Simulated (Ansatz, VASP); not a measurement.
**One calculation of Nb, two programs**

```
CELL_PARAMETERS angstrom
2.81434 0.00000 0.00000
-1.40717 2.43729 0.00000
0.00000 0.00000 5.25889
ATOMIC_POSITIONS crystal
Nb 0.33333 0.66667 0.25000
Nb 0.66667 0.33333 0.75000
```

Alike in both runs: functional PBEsol; k mesh 9 × 9 × 4; occupations gaussian, width 0.1 eV; no spin polarisation.

Ansatz relaxed the structure, and its values are those at the end. VASP's run is a single point on that final structure, the one shown.

```csv
,VASP,Ansatz
version,VASP 6.6.1,Ansatz 0.2.0
potentials or method,"VASP PAW PBE potentials, release 64 (Nb_sv), cutoff 500 eV","scalar-relativistic, plane waves, PAW"
valence electrons in the cell,26,26
```

Ansatz gave:

```
gap on the k mesh at the Fermi level (eV) : none
pressure (GPa)                            : -0.1
```

Q: What did VASP give for the same quantities?

A: gap on the k mesh at the Fermi level (eV): none; pressure (GPa): -0.4.

VASP's potentials were made for PBE, not for PBEsol. A gap of «none» marks a metal or a gap that the smearing closes. The functional is the same, so the differences come from potentials, cutoffs and numerics.
